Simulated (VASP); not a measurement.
CdTe:

```
CELL_PARAMETERS angstrom
0.00000 3.20500 3.20500
3.20500 0.00000 3.20500
3.20500 3.20500 0.00000
ATOMIC_POSITIONS crystal
Te 0.75000 0.75000 0.75000
Cd 0.00000 0.00000 0.00000
```

```yaml
Program: VASP 6.6.1
Task: relaxation of cell and atoms
Functional: RPBE
Dispersion: D3(BJ)
Potentials_or_basis: VASP PAW PBE potentials, release 64 (Te, Cd)
Cutoff: 600 eV
k_mesh: 7 × 7 × 7
Occupations: fermi-dirac, width 0.05 eV
Spin: no spin polarisation
```

At the start: pressure -2.9 GPa; volume 32.92 Å³/atom.

**Question.** How do energy, volume and symmetry change on relaxing?

**Answer.** Over 3 steps the energy falls by 17.9 meV/atom and the volume is 31.03 Å³/atom (-5.8 %); space group F-43m (No. 216, to 0.05 Å).

The path:
```csv
step,energy change (eV),largest force (eV/Å),pressure (GPa),volume (Å³)
1,0.0000,0.0000,-2.85,65.84
2,-0.0279,0.0000,1.57,60.42
3,-0.0357,0.0000,0.00,62.05
```

Final structure:
```yaml
crystal:
  lattice:
    - [0.00000, 3.14224, 3.14224]
    - [3.14224, 0.00000, 3.14224]
    - [3.14224, 3.14224, 0.00000]
  atoms:
    - { symbol: Te, position: [0.75000, 0.75000, 0.75000] }
    - { symbol: Cd, position: [0.00000, 0.00000, 0.00000] }
```

Caveat: the PAW data sets were made with another functional, which shifts forces and pressure a little.
